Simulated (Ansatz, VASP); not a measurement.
## One calculation of C, two programs

Contents of INCAR:

```
SYSTEM = C
ALGO = Normal
EDIFF = 1E-6
ENCUT = 520
GGA = PE
ISIF = 2
ISMEAR = 0
IVDW = 12
LASPH = .True.
LCHARG = .False.
LREAL = .False.
LWAVE = .False.
NBANDS = 11
NELM = 60
PREC = Accurate
SIGMA = 0.05
```

The input KPOINTS:

```
k-points
0
Gamma
  15 15 15
  0 0 0
```

Contents of POSCAR:

```
C
1.0
    1.2016689031      0.6937838646      3.2769132065
   -1.2016689031      0.6937838646      3.2769132065
    0.0000000000     -1.3875677293      3.2769132064
C
2
Direct
    0.1741331993      0.1741331993      0.1741331993
    0.8258668007      0.8258668007      0.8258668007
```

Input for Ansatz:

```yaml
crystal:
  lattice:
    - [1.2016689031, 0.6937838646, 3.2769132065]
    - [-1.2016689031, 0.6937838646, 3.2769132065]
    - [0.0, -1.3875677293, 3.2769132064]
  atoms:
    - { symbol: C, position: [0.1741331993, 0.1741331993, 0.1741331993] }
    - { symbol: C, position: [0.8258668007, 0.8258668007, 0.8258668007] }
basis:
  ecutwfc: 520.0
kpoints:
  mp_grid: { grid: [15, 15, 15] }
hamiltonian:
  xc: pbe
  pseudopotentials: { kind: paw, azcp: { folder: soft_1 } }
  dispersion: d3bj
scf:
  occupations: { method: gaussian, width: 0.05 }
output:
  forces: true
  stress: true
  eigenvalues: true
```

Change from the starting cell: mode 4 frozen in at +0.076 Å, equal normal strain along x, y and z -0.0250.

Alike in both runs: task single point; functional PBE; dispersion D3(BJ); k mesh 15 × 15 × 15; occupations gaussian, width 0.05 eV; no spin polarisation.

|  | VASP | Ansatz |
| --- | --- | --- |
| version | VASP 6.6.1 | Ansatz 0.2.0 |
| potentials or method | VASP PAW PBE potentials, release 64 (C), cutoff 520 eV | scalar-relativistic, plane waves, PAW |
| valence electrons in the cell | 8 | 8 |

|  | VASP | Ansatz | Ansatz less VASP |
| --- | --- | --- | --- |
| gap on the k mesh at the Fermi level (eV) | 0.49 | 0.49 | -0.001 |
| least direct gap on the mesh (eV) | 0.49 | 0.49 | -0.001 |
| pressure (GPa) | 24.6 | 24.1 | -0.50 |
| traceless stress, the component that is largest in VASP (GPa) | -27.07 | -26.48 | +0.587 |
| rms of the force components (eV/Å) | 1.397 | 1.402 | +0.0051 |

Atom by atom the forces differ by 0.005 eV/Å (rms over components).
